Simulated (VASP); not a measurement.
## ZnS: single point with PBEsol

ZnS:

```
CELL_PARAMETERS angstrom
0.00000 2.69410 2.69410
2.69410 0.00000 2.69410
2.69410 2.69410 0.00000
ATOMIC_POSITIONS crystal
Zn 0.25000 0.25000 0.25000
S 0.00000 0.00000 0.00000
```

* Program: VASP 6.6.1
* Task: single point
* Functional: PBEsol
* Potentials or basis: VASP PAW PBE potentials, release 64 (Zn, S)
* Cutoff: 520 eV
* k mesh: 6 × 6 × 6, shifted
* Occupations: gaussian, width 0.01 eV
* Spin: no spin polarisation
* Dipole correction: no
* Further INCAR settings: ALGO = Normal; EDIFF = 1e-06; NBANDS = 16; ISYM = 0

```json
{"Pressure": "-1.2 GPa", "Band gap on the k mesh": "2.57 eV"}
```

Levels at points of the mesh, in eV from the valence-band top:
| k point | band 7 | band 8 | band 9 | band 10 | band 11 | band 12 |
| --- | --- | --- | --- | --- | --- | --- |
| (0.00, 0.00, 0.08) | -0.54 | 0.00 | 0.00 | 2.57 | 6.29 | 6.50 |

Run time: 3.2 min on 1 thread of Intel(R) Xeon(R) Platinum 8259CL CPU @ 2.50GHz (Skylake/Cascade Lake), with other jobs on the host, peak memory 0.36 GiB.

Caveat: the PAW data sets were made with another functional, which shifts forces and pressure a little; a shifted mesh leaves out Γ, where band edges can lie. A hybrid or GW would open this gap; PBEsol tends to underestimate it.
